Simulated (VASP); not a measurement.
Ir: single point with r2SCAN+D3(BJ)

The system is Ir.

```
Ir
1.0
     2.77889    0.00000    0.00000
    -1.38945    2.40659    0.00000
     0.00000    0.00000    4.37437
Ir
2
Direct
  0.66667 0.33333 0.75000
  0.33333 0.66667 0.25000
```

This isn't the form of Ir at room conditions, which is fcc.

- Program: VASP 6.6.1
- Task: single point
- Functional: r2SCAN
- Dispersion: D3(BJ)
- Potentials or basis: VASP PAW PBE potentials, release 64 (Ir)
- Cutoff: 520 eV
- k mesh: 14 × 14 × 8
- Occupations: fermi-dirac, width 0.1 eV
- Spin: no spin polarisation

```
Pressure                   : -9.4 GPa
Band gap on the k mesh     : zero (bands 9 and 10 overlap by 3.25 eV)
Dispersion energy per atom : -0.334 eV
```

Stress tensor (GPa, compression positive):
```
-12.43   0.00   0.00
  0.00 -12.43   0.00
  0.00   0.00  -3.50
```

Levels at points of the mesh, in eV from the Fermi level:
```tsv
k point	band 5	band 6	band 7	band 8	band 9	band 10	band 11	band 12	band 13	band 14
(0.00, 0.00, 0.00)	-3.63	-3.13	-3.13	-2.64	-2.64	-0.41	0.24	0.24	7.55	14.99
(0.50, 0.00, 0.00)	-3.54	-3.41	-2.81	0.47	0.95	1.05	2.85	4.29	8.61	10.80
(0.00, 0.00, 0.50)	-4.05	-4.05	-4.05	-4.05	-0.49	-0.49	-0.49	-0.49	14.46	14.46
(0.50, 0.00, 0.50)	-2.27	-2.27	-0.96	-0.96	0.77	0.77	2.03	2.03	7.69	7.69
```

It took 3 min on 1 thread of Intel Xeon 8259CL, with other jobs on the host, peak memory 0.21 GiB.

Caveat: three body term missing; the stress differs along the axes, from -12 to -3 GPa; the PAW data sets were made with another functional, which shifts forces and pressure a little; spin-orbit coupling is left out, which moves the levels of the heavy elements.
